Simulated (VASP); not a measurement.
A run of VASP 6.6.1:

Contents of INCAR:

```
PREC     = Accurate       # precision mode
ENCUT    = 520            # plane-wave cutoff, eV
EDIFF    = 1E-6           # SCF threshold, eV
ISMEAR   = 0              # smearing method
SIGMA    = 0.03           # smearing width, eV
LREAL    = False          # projectors in reciprocal space
LASPH    = True           # aspherical terms in the spheres
NELM     = 60             # most SCF steps
ALGO     = Normal         # electronic algorithm
ISIF     = 2              # what is computed and relaxed
LWAVE    = False          # write WAVECAR
LCHARG   = False          # write CHGCAR
NBANDS   = 18             # bands
```

KPOINTS

```
Automatic mesh
0
Gamma
  10 10 8
```

The input POSCAR:

```
P
1.0
    1.6582000000     -5.2420000000      0.0000000000
    1.6582000000      5.2420000000      0.0000000000
    0.0000000000      0.0000000000      4.3793000000
P
4
Direct
    0.8983800000      0.1016200000      0.0806800000
    0.6016200000      0.3983800000      0.5806800000
    0.1016200000      0.8983800000      0.9193200000
    0.3983800000      0.6016200000      0.4193200000
```

Potentials or basis: VASP PAW LDA potentials, release 64 (P).

The run is started by

```sh
$ cat potpaw_LDA.64/P/POTCAR > POTCAR
$ mpirun -np 1 vasp_std > vasp.out
```

Hardware: 1 thread of Intel(R) Xeon(R) 6975P-C (Granite Rapids), with other jobs on the host.

How long does it take, and how much memory?

Wall time 2 min on 1 thread of Intel(R) Xeon(R) 6975P-C (Granite Rapids) (shared host), peak memory 0.28 GiB. Counts: scf iterations 12, k points 155.
